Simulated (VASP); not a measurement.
# TaInS3 (I4/mcm) in VASP: notebook

The runs below take TaInS3 through single point, with PBE.

Everything below comes from runs of VASP 6.6.1. Logs are shortened: lines on timing, memory, paths and dates and some standing lists are left out, and cuts for length are marked.

**1. The cell of the first run**

It takes space group I4/mcm (No. 140, tetragonal). The conventional cell has a = 6.638 Å, b = 6.638 Å, c = 9.879 Å, α = 90.00°, β = 90.00°, γ = 90.00°. Within 3.2 Å of Ta (site symmetry 4/m) lie 6 S at 2.43 to 2.47 Å. In (site symmetry -42m) has 12 S at 3.00 to 3.87 Å and 8 Ta at 4.14 Å within 4.2 Å. Within 3.2 Å of S (site symmetry m2m) lie 2 Ta at 2.43 Å and 2 In at 3.00 Å. S (site symmetry 422) has 2 Ta at 2.47 Å and 4 In at 3.32 Å and 8 S at 3.47 Å within 3.5 Å.

**2. Single point, PBE, collinear spin**

The input, INCAR:

```
SYSTEM = TaInS3
  PREC = Accurate
  ENCUT = 520
  EDIFF = 1E-6
  ISMEAR = 0
  SIGMA = 0.1
  LREAL = .False.
  LASPH = .True.
  NELM = 150
  ALGO = Normal
  ISIF = 2
  LWAVE = .False.
  LCHARG = .False.
  ISPIN = 2
  MAGMOM = 1 1 0 0 0 0 0 0 0 0
  LORBIT = 11
  LMAXMIX = 4
  GGA = PE
  NBANDS = 57
```

The input, KPOINTS:

```
Automatic mesh
0
Gamma
  4 4 4
  0 0 0
```

The input, POSCAR:

```
TaInS3
1.0
   -3.3191495938      3.3191495938      4.9397439207
    3.3191495938     -3.3191495938      4.9397439207
    3.3191495938      3.3191495938     -4.9397439207
Ta In S
2 2 6
Direct
    0.5000000000      0.5000000000      0.0000000000
    0.0000000000      0.0000000000      0.0000000000
    0.7500000000      0.2500000000      0.5000000000
    0.2500000000      0.7500000000      0.5000000000
    0.3178031042      0.8178031042      0.1356062084
    0.8178031042      0.6821968958      0.5000000000
    0.7500000000      0.7500000000      0.0000000000
    0.6821968958      0.1821968958      0.8643937916
    0.1821968958      0.3178031042      0.5000000000
    0.2500000000      0.2500000000      0.0000000000
```

Potentials or basis: VASP PAW PBE potentials, release 64 (Ta_pv, In_d, S).

The run is started by

```console
$ cat potpaw_PBE.64/Ta_pv/POTCAR potpaw_PBE.64/In_d/POTCAR potpaw_PBE.64/S/POTCAR > POTCAR
$ mpirun -np 1 vasp_std > vasp.out
```

OUTCAR:

```text
SYSTEM = TaInS3
   PREC = Accurate
   ENCUT = 520
   EDIFF = 1E-6
   ISMEAR = 0
   LREAL = .False.
   LASPH = .True.
   NELM = 150
   ISIF = 2
   ISPIN = 2
   LORBIT = 11
   GGA = PE

 ion  position               nearest neighbor table
   1  0.500  0.500  0.000-   5 2.43   8 2.43   6 2.43   9 2.43  10 2.47   7 2.47
   2  0.000  0.000  0.000-   5 2.43   8 2.43   9 2.43   6 2.43  10 2.47   7 2.47
   3  0.750  0.250  0.500-   5 3.00   6 3.00   9 3.00   8 3.00   7 3.32  10 3.32   7 3.32  10 3.32

   4  0.250  0.750  0.500-   8 3.00   6 3.00   9 3.00   5 3.00   7 3.32  10 3.32  10 3.32   7 3.32

   5  0.318  0.818  0.136-   1 2.43   2 2.43   3 3.00   4 3.00
   6  0.818  0.682  0.500-   2 2.43   1 2.43   4 3.00   3 3.00
   7  0.750  0.750  0.000-   1 2.47   2 2.47   3 3.32   4 3.32   3 3.32   4 3.32
   8  0.682  0.182  0.864-   1 2.43   2 2.43   4 3.00   3 3.00
   9  0.182  0.318  0.500-   1 2.43   2 2.43   4 3.00   3 3.00
  10  0.250  0.250  0.000-   1 2.47   2 2.47   3 3.32   4 3.32   4 3.32   3 3.32

  LATTYP: Found a body centered tetragonal cell.
 ALAT       =     6.6382991876
 C/A-ratio  =     1.4882558864

  Lattice vectors:

 A1 = (  -3.3191495938,   3.3191495938,   4.9397439207)
 A2 = (   3.3191495938,  -3.3191495938,   4.9397439207)
 A3 = (   3.3191495938,   3.3191495938,  -4.9397439207)

Analysis of symmetry for initial positions (statically):
=====================================================================
 Subroutine PRICEL returns:
 Original cell was already a primitive cell.

 Routine SETGRP: Setting up the symmetry group for a
 body centered tetragonal supercell.

 Subroutine GETGRP returns: Found 16 space group operations
 (whereof  8 operations were pure point group operations)
 out of a pool of 16 trial point group operations.

The static configuration has the point symmetry C_4h.
 The point group associated with its full space group is D_4h.

Analysis of symmetry for dynamics (positions and initial velocities):
=====================================================================
 Subroutine PRICEL returns:
 Original cell was already a primitive cell.

 Routine SETGRP: Setting up the symmetry group for a
 body centered tetragonal supercell.

 Subroutine GETGRP returns: Found 16 space group operations
 (whereof  8 operations were pure point group operations)
 out of a pool of 16 trial point group operations.

The dynamic configuration has the point symmetry C_4h.
 The point group associated with its full space group is D_4h.

Analysis of structural, dynamic, and magnetic symmetry:
=====================================================================
 Subroutine PRICEL returns:
 Original cell was already a primitive cell.

 Routine SETGRP: Setting up the symmetry group for a
 body centered tetragonal supercell.

 Subroutine GETGRP returns: Found 16 space group operations
 (whereof  8 operations were pure point group operations)
 out of a pool of 16 trial point group operations.

The overall configuration has the point symmetry C_4h.
 The point group associated with its full space group is D_4h.

 Subroutine INISYM returns: Found 16 space group operations
 (whereof  8 operations are pure point group operations),
 and found     1 'primitive' translations

----------------------------------------------------------------------------------------

                                     Primitive cell

  volume of cell :     217.6798

  direct lattice vectors                    reciprocal lattice vectors
    -3.319149594  3.319149594  4.939743921     0.000000000  0.150640996  0.101219822
     3.319149594 -3.319149594  4.939743921     0.150640996  0.000000000  0.101219822
     3.319149594  3.319149594 -4.939743921     0.150640996  0.150640996  0.000000000

  length of vectors
     6.814292190  6.814292190  6.814292190     0.181488738  0.181488738  0.213038539

  position of ions in fractional coordinates (direct lattice)
     0.500000000  0.500000000  0.000000000
     0.000000000  0.000000000  0.000000000
     0.750000000  0.250000000  0.500000000
     0.250000000  0.750000000  0.500000000
     0.317803104  0.817803104  0.135606208
     0.817803104  0.682196896  0.500000000
     0.750000000  0.750000000  0.000000000
     0.682196896  0.182196896  0.864393792
     0.182196896  0.317803104  0.500000000
[... 69 lines left out ...]
   LNONCOLLINEAR =      F non collinear calculations
   LSORBIT =      F    spin-orbit coupling
   LASPH  =      T    aspherical Exc in radial PAW
   ENCUT  =  520.0 eV  38.22 Ry    6.18 a.u.  12.67 12.67 12.67*2*pi/ulx,y,z
   NELM   =    150;   NELMIN=  2; NELMDL= -5     # of ELM steps
   EDIFF  = 0.1E-05   stopping-criterion for ELM
   LREAL  =      F    real-space projection
   EDIFFG = 0.1E-04   stopping-criterion for IOM
   NSW    =      0    number of steps for IOM
   IBRION =     -1    ionic relax: 0-MD 1-quasi-New 2-CG
   NFREE  =      0    steps in history (QN), initial steepest desc. (CG)
   ISIF   =      2    stress and relaxation
   ISYM   =      2    0-nonsym 1-usesym 2-fastsym
   POTIM  = 0.5000    time-step for ionic-motion
   TEBEG  =    0.0;   TEEND  =   0.0 temperature during run
   PSTRESS=    0.0 pullay stress
   NELECT =      84.0000    total number of electrons
   NUPDOWN=      -1.0000    fix difference up-down
   EMIN   =  10.00;   EMAX   =-10.00  energy-range for DOS
   EFERMI =   0.00;   METHOD = LEGACY
   ISMEAR =     0;   SIGMA  =   0.10  broadening in eV -4-tet -1-fermi 0-gaus
   EFERMI_NEDOS =   21; number of points for ismear=-14 and -15
   IALGO  =     38    algorithm
   IMIX   =      4    mixing-type and parameters
     AMIX     =   0.40;   BMIX     =  1.00
     AMIX_MAG =   1.60;   BMIX_MAG =  1.00
  volume/ion in A,a.u.               =      21.77       146.90
  Fermi-wavevector in a.u.,A,eV,Ry     =   1.191869  2.252306 19.327783  1.420552
  Thomas-Fermi vector in A             =   2.327921
   LORBIT       =     11    0 simple, 1 ext, 2 COOP (PROOUT), +10 PAW based schemes
   GGA     = PE    functional components
   LHFCALC =     F    Hartree Fock is set to
   AEXX    =    0.0000 exact exchange contribution
   IVDW    =     0    specifies the selected vdW correction
   LEPSILON=     F    determine dielectric tensor
   LRPA    =     F    only Hartree local field effects (RPA)
 spin polarized calculation
 Gauss-broadening in eV      SIGMA  =   0.10
  energy-cutoff  :      520.00
  volume of cell :      217.68
 maximum number of plane-waves:      5891
 NGX is ok and might be reduce to    54
   NGX = 25   NGY = 25   NGZ = 25

 number of electron      84.0000006 magnetization      -0.0001093

 number of electron      84.0000006 magnetization       0.0000997

 Free energy of the ion-electron system (eV)
  ---------------------------------------------------
  ext. energy  EPLUGINS =         0.00000000
  ---------------------------------------------------
  free energy    TOTEN  =       -59.65500734 eV

  energy without entropy =      -59.63780150  energy(sigma->0) =      -59.64640442

 E-fermi :   5.0050     XC(G=0): -10.0733

 val. band max:        4.9597426571   @ k =  -0.2500   0.5000   0.2500
 cond. band min:       5.0435070786   @ k =  -0.2500   0.2500   0.2500
 fundamental gap:      0.0837644215
 Fermi energy:         5.0050055898

 spin component 1

 k-point     1 :       0.0000    0.0000    0.0000
  band No.  band energies     occupation
      1     -30.4156      1.00000
      2     -30.4148      1.00000
      3     -30.4148      1.00000
      4     -30.4102      1.00000
      5     -30.4062      1.00000
      6     -30.4062      1.00000
[... 730 lines left out ...]
     53       9.7196      0.00000
     54       9.7196      0.00000
 Fermi energy:         5.0050055898

 spin component 2

 k-point     1 :       0.0000    0.0000    0.0000
  band No.  band energies     occupation
      1     -30.4156      1.00000
      2     -30.4148      1.00000
      3     -30.4148      1.00000
      4     -30.4102      1.00000
      5     -30.4062      1.00000
      6     -30.4062      1.00000
[... 730 lines left out ...]
     53       9.7196      0.00000
     54       9.7196      0.00000
 [bands above 54 left out]

------------------------ aborting loop because EDIFF is reached ----------------------------------------

  FORCE on cell =-STRESS in cart. coord.  units (eV):
  Direction    XX          YY          ZZ          XY          YZ          ZX
  --------------------------------------------------------------------------------------
  -------------------------------------------------------------------------------------
  Total        0.2821604      0.2821604     -0.5269886      0.0000000     -0.0000000      0.0000000
  in kB        2.0767707      2.0767707     -3.8787672      0.0000000     -0.0000000      0.0000000
  external PRESSURE =       0.0915914 kB  Pullay stress =       0.0000000 kB

 VOLUME and BASIS-vectors are now :
 -----------------------------------------------------------------------------
  energy-cutoff  :      520.00
  volume of cell :      217.68
      direct lattice vectors                 reciprocal lattice vectors
    -3.319149594  3.319149594  4.939743921     0.000000000  0.150640996  0.101219822
     3.319149594 -3.319149594  4.939743921     0.150640996  0.000000000  0.101219822
     3.319149594  3.319149594 -4.939743921     0.150640996  0.150640996  0.000000000

 POSITION                                       TOTAL-FORCE (eV/Angst)
 -----------------------------------------------------------------------------------
      0.00000      0.00000      4.93974        -0.000000     -0.000000      0.000000
      0.00000      0.00000      0.00000        -0.000000     -0.000000      0.000000
      0.00000      3.31915      2.46987        -0.000000     -0.000000      0.000000
      3.31915      0.00000      2.46987        -0.000000     -0.000000      0.000000
      2.10967     -1.20948      4.93974         0.026688      0.026688      0.000000
      1.20948      2.10967      4.93974        -0.026688      0.026688      0.000000
      0.00000      0.00000      7.40962        -0.000000     -0.000000      0.000000
      1.20948      4.52863     -0.00000        -0.026688     -0.026688     -0.000000
      2.10967      1.20948      0.00000         0.026688     -0.026688      0.000000
      0.00000      0.00000      2.46987        -0.000000     -0.000000      0.000000
 -----------------------------------------------------------------------------------
    total drift:                                0.000000      0.000000      0.000000

  FREE ENERGIE OF THE ION-ELECTRON SYSTEM (eV)
  ---------------------------------------------------
  free  energy   TOTEN  =       -59.6550073403 eV

  energy  without entropy=      -59.6378015029  energy(sigma->0) =      -59.64640442

 total charge

# of ion       s       p       d       tot
------------------------------------------
    1        0.302   6.200   2.194   8.697
    2        0.302   6.200   2.194   8.697
    3        1.111   0.222   9.865  11.198
    4        1.111   0.222   9.865  11.198
    5        1.340   2.403   0.000   3.743
    6        1.340   2.403   0.000   3.743
    7        1.337   2.386   0.000   3.723
    8        1.340   2.403   0.000   3.743
    9        1.340   2.403   0.000   3.743
   10        1.337   2.386   0.000   3.723
--------------------------------------------------
tot         10.862  27.228  24.119  62.208

 magnetization (x)

# of ion       s       p       d       tot
------------------------------------------
    1       -0.000   0.000  -0.000  -0.000
    2       -0.000   0.000  -0.000  -0.000
    3        0.000  -0.000   0.000   0.000
    4        0.000  -0.000   0.000   0.000
    5        0.000   0.000   0.000   0.000
    6        0.000   0.000   0.000   0.000
    7        0.000   0.000   0.000   0.000
    8        0.000   0.000   0.000   0.000
    9        0.000   0.000   0.000   0.000
   10        0.000   0.000   0.000   0.000
--------------------------------------------------
tot          0.000   0.000  -0.000  -0.000
```

It took 17 min on 1 thread of Intel Xeon 8259CL, shared host; peak memory 0.65 GiB.

Results:

- Free energy: -59.6550 eV
- Pressure: 0.0 GPa
- Largest force: 0.038 eV/Å
- Band gap on the k mesh: zero (filled and empty bands overlap)
- Net moment: 0.00 μB per cell
- Valence electrons inside the program's atomic spheres: Ta 8.70; In 11.20; S 3.74, 3.72 (each value once)

Forces in eV/Å, atoms in the order of the input:
```
Ta   0.000  0.000  0.000
Ta   0.000  0.000  0.000
In   0.000  0.000  0.000
In   0.000  0.000  0.000
S    0.027  0.027  0.000
S   -0.027  0.027  0.000
S    0.000  0.000  0.000
S   -0.027 -0.027  0.000
S    0.027 -0.027  0.000
S    0.000  0.000  0.000
```

Stress tensor (GPa, compression positive):
```
 0.21  0.00  0.00
 0.00  0.21  0.00
 0.00  0.00 -0.39
```

Levels at points of the mesh, in eV from the Fermi level:
Spin up:
```
           k point  band 38  band 39  band 40  band 41  band 42  band 43  band 44  band 45  band 46  band 47
(0.00, 0.00, 0.00)    -0.90    -0.90    -0.71    -0.71    -0.18    -0.17     0.15     0.15     0.97     2.09
(0.50, 0.00, 0.00)    -1.40    -1.29    -1.29    -0.61    -0.61     1.13     1.13     1.50     1.50     1.83
(0.50, 0.50, 0.00)    -1.31    -1.07    -1.03    -0.36    -0.36     0.53     1.24     1.38     1.85     1.92
(0.50, 0.50, 0.50)    -2.18    -1.50    -0.72    -0.72    -0.16     0.56     1.23     1.75     1.75     2.16
```
Spin down:
```csv
k point,band 40,band 41,band 42,band 43,band 44,band 45
"(0.00, 0.00, 0.00)",-0.71,-0.71,-0.18,-0.17,0.15,0.15
"(0.50, 0.00, 0.00)",-1.29,-0.61,-0.61,1.13,1.13,1.50
"(0.50, 0.50, 0.00)",-1.03,-0.36,-0.36,0.53,1.24,1.38
"(0.50, 0.50, 0.50)",-0.72,-0.72,-0.16,0.56,1.23,1.75
```

Caveat: spin-orbit coupling is left out, which moves the levels of the heavy elements.

(Part 1 of 2 ends here.)
